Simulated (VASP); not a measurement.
Li2S, 3 atoms in the cell. It takes space group Fm-3m (No. 225, cubic). The conventional cell has a = 5.691 Å, b = 5.691 Å, c = 5.691 Å, α = 90.00°, β = 90.00°, γ = 90.00°. S (site symmetry m-3m) has 8 Li at 2.46 Å within 3.3 Å. Within 3.3 Å of Li (site symmetry -43m) lie 4 S at 2.46 Å and 6 Li at 2.85 Å. 

| Property | Result |
| --- | --- |
| Program | VASP 6.6.1 |
| Task | single point |
| Functional | PBE |
| Potentials or basis | VASP PAW PBE potentials, release 64 (S, Li_sv) |
| Cutoff | 750 eV |
| k mesh | 4 × 4 × 4 |
| Occupations | gaussian, width 0.01 eV |
| Spin | no spin polarisation |
| Dipole correction | no |
| Further INCAR settings | ALGO = Normal; EDIFF = 1e-06; NBANDS = 13 |

Potentials or basis: VASP PAW PBE potentials, release 64 (S, Li_sv).

Run with:

```bash
$ cat potpaw_PBE.64/S/POTCAR potpaw_PBE.64/Li_sv/POTCAR > POTCAR
$ mpirun -np 1 vasp_std > vasp.out
```

Hardware: 1 thread of Intel(R) Xeon(R) 6975P-C (Granite Rapids) (shared host).

Task: How long does it take, and how much memory?

Result: It took 4.9 s on 1 thread of Intel(R) Xeon(R) 6975P-C (Granite Rapids) (shared host), peak memory 0.19 GiB. Counts: scf iterations 14, k points 8.
